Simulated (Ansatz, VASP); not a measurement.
**Si3Ge in VASP and in Ansatz**

```
Si Ge
1.0
     3.91238    0.00000    0.00000
     0.00000    3.91238    0.00000
     0.00000    0.00000    5.53206
Si Ge
3 1
Direct
  0.00000 0.00000 0.00000
  0.50000 0.00000 0.75587
  0.00000 0.50000 0.24413
  0.50000 0.50000 0.50000
```

Alike in both runs: functional PBE; k mesh 10 × 10 × 6; occupations gaussian, width 0.02 eV; no spin polarisation.

Ansatz relaxed the structure, and its values are those at the end. VASP's run is a single point on that final structure, the one shown.

```csv
,VASP,Ansatz
version,VASP 6.6.1,Ansatz 0.2.0
potentials or method,"VASP PAW PBE potentials, release 64 (Si, Ge_d), cutoff 520 eV","scalar-relativistic, plane waves, PAW"
valence electrons in the cell,26,26
```

VASP gave:

```
gap on the k mesh at the Fermi level (eV) : 0.38
least direct gap on the mesh (eV)         : 0.68
pressure (GPa)                            : -0.1
```

Q: What did Ansatz give for the same quantities?

A: gap on the k mesh at the Fermi level (eV): 0.38; least direct gap on the mesh (eV): 0.68; pressure (GPa): 0.0.
